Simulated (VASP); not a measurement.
**V: single point with PBE**

The system is V.

```
V
1.0
     2.39899    0.00000    0.00000
     0.00000    2.39899    0.00000
     0.00000    0.00000    2.39899
V
1
Direct
  0.00000 0.00000 0.00000
```

| Quantity | Value |
| --- | --- |
| Program | VASP 6.6.1 |
| Task | single point |
| Functional | PBE |
| Potentials or basis | VASP PAW PBE potentials, release 64 (V_sv) |
| Cutoff | 520 eV |
| k mesh | 44 × 44 × 44 |
| Occupations | fermi-dirac, width 0.0612256 eV |
| Spin | no spin polarisation |

```json
{
 "Pressure": "9.9 GPa"
}
```

Levels at points of the mesh, in eV from the Fermi level:
```tsv
k point	band 5	band 6	band 7	band 8	band 9	band 10
(0.00, 0.00, 0.00)	-6.50	-2.33	-2.33	3.77	3.77	3.77
(0.50, 0.00, 0.00)	-2.27	-1.49	-0.12	1.60	1.60	3.97
(0.50, 0.50, 0.00)	-3.90	-0.72	2.08	2.08	5.12	6.55
(0.50, 0.50, 0.50)	-2.15	-2.15	-2.15	5.24	5.24	10.45
```

Wall time 3.7 min on 1 thread of Oxide Virtual Turin-like Processor (shared host), peak memory 0.41 GiB.
